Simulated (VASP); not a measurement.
Ta: single point with PBE

The system is Ta.

```
CELL_PARAMETERS angstrom
-1.61757 1.61757 1.61757
1.61757 -1.61757 1.61757
1.61757 1.61757 -1.61757
ATOMIC_POSITIONS crystal
Ta 0.00000 0.00000 0.00000
```

```yaml
Program: VASP 6.6.1
Task: single point
Functional: PBE
Potentials_or_basis: VASP PAW PBE potentials, release 64 (Ta_pv)
Cutoff: 520 eV
k_mesh: 12 × 12 × 12
Occupations: fermi-dirac, width 0.1 eV
Spin: no spin polarisation
```

```yaml
Pressure: 17.0 GPa
```

Levels at points of the mesh, in eV from the Fermi level:
| k point | band 3 | band 4 | band 5 | band 6 | band 7 | band 8 |
| --- | --- | --- | --- | --- | --- | --- |
| (0.00, 0.00, 0.00) | -32.82 | -8.17 | 0.72 | 0.72 | 0.72 | 4.22 |
| (0.50, 0.00, 0.00) | -32.84 | -4.68 | -1.74 | 1.88 | 4.15 | 5.25 |
| (0.50, 0.50, 0.50) | -33.82 | -4.20 | -4.20 | 7.35 | 7.35 | 7.35 |

Run time: 6.3 s on 1 thread of Intel Xeon 6975P-C, on a shared host, peak memory 0.15 GiB.

Caveat: spin-orbit coupling is left out, which moves the levels of the heavy elements.
